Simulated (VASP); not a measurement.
Runs of VASP 6.6.1 on Re. The structure is hexagonal, space group P6_3/mmc (No. 194). The conventional cell has a = 2.739 Å, b = 2.739 Å, c = 4.412 Å, α = 90.00°, β = 90.00°, γ = 120.00°. Within 3.6 Å of Re (site symmetry -6m2) lie 12 Re at 2.71 to 2.74 Å. 

| smearing | gap on the mesh (eV) | pressure (GPa) |
| --- | --- | --- |
| fermi-dirac 1 eV | none | 21.9 |
| gaussian 0.01 eV | none | (a) |
| gaussian 1 eV | none | 4.5 |
| gaussian 0.1 eV | none | 1.4 |
| fermi-dirac 0.2 eV | none | (b) |

Alike in all rows: task single point; level LDA; potentials or basis VASP PAW LDA potentials, release 64 (Re); no spin polarisation; cell as given; k mesh 13 × 13 × 7; cutoff (eV) 600.

**Question.** Estimate the missing entries.

**Answer.** (a) 1.3; (b) 2.3.

Caveats: spin-orbit coupling is left out, which moves the levels of the heavy elements; the cell stands under pressure (at least some runs); so wide a smearing shifts energies and pressures (at least some runs).

A k mesh can miss the band edges, and the runs leave out spin-orbit coupling on Re.

A gap of «none» marks levels without a gap at the run's occupations.
